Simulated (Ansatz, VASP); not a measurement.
# Pt in VASP and in Ansatz

The input INCAR:

```
SYSTEM = Pt
  PREC = Accurate
  ENCUT = 520
  EDIFF = 1E-6
  ISMEAR = 1
  SIGMA = 0.3
  LREAL = .False.
  LASPH = .True.
  NELM = 60
  ALGO = Normal
  ISIF = 2
  LWAVE = .False.
  LCHARG = .False.
  NBANDS = 11
```

Contents of KPOINTS:

```
Automatic mesh
0
Gamma
  14 14 14
  0 0 0
```

File POSCAR:

```
Pt
1.0
    0.0000000000      1.9474302061      1.9474302061
    1.9474302061      0.0000000000      1.9474302061
    1.9474302061      1.9474302061      0.0000000000
Pt
1
Direct
    0.0000000000      0.0000000000      0.0000000000
```

Input for Ansatz:

```yaml
crystal:
  lattice:
    - [0.0, 1.9474302061, 1.9474302061]
    - [1.9474302061, 0.0, 1.9474302061]
    - [1.9474302061, 1.9474302061, 0.0]
  atoms:
    - { symbol: Pt, position: [0.0, 0.0, 0.0] }
hamiltonian:
  xc: lda
  pseudopotentials:
    kind: paw
    azcp:
      Pt: "pseudopotentials/Pt.paw.azcp"
basis:
  ecutwfc: 420
  fft_grid_basis: typed
kpoints:
  mp_grid: { grid: [14, 14, 14], shift: [0, 0, 0] }
magnetization:
  spin_polarized: false
scf:
  occupations: { method: methfessel_paxton, width: 0.3 }
  lower_state_search: "off"
output:
  stress: true
  write_density: true
  write_potential: true
  elf: true
  volumetric_format: npy
```

Alike in both runs: task single point; functional LDA; k mesh 14 × 14 × 14; occupations methfessel-paxton of order 1, width 0.3 eV; no spin polarisation.

|  | VASP | Ansatz |
| --- | --- | --- |
| version | VASP 6.6.1 | Ansatz 0.2.0 |
| potentials or method | VASP PAW LDA potentials, release 64 (Pt), cutoff 520 eV | plane waves (420 eV) with PAW, scalar-relativistic |
| valence electrons in the cell | 10 | 18 |

Ansatz gave:

```
pressure (GPa) : -0.3
```

Problem. What did VASP give for the same quantities?

Solution. Pressure (GPa): 0.4.

Ansatz warns that its potentials were made for another functional, while VASP's fit it. LDA's correlation is that of Perdew and Zunger in VASP and of Perdew and Wang (1992) in Ansatz. VASP's potentials hold 10 valence electrons a cell and Ansatz's 18, so a difference there can come from the potentials and not from the codes.

Neither program's run includes spin-orbit coupling.
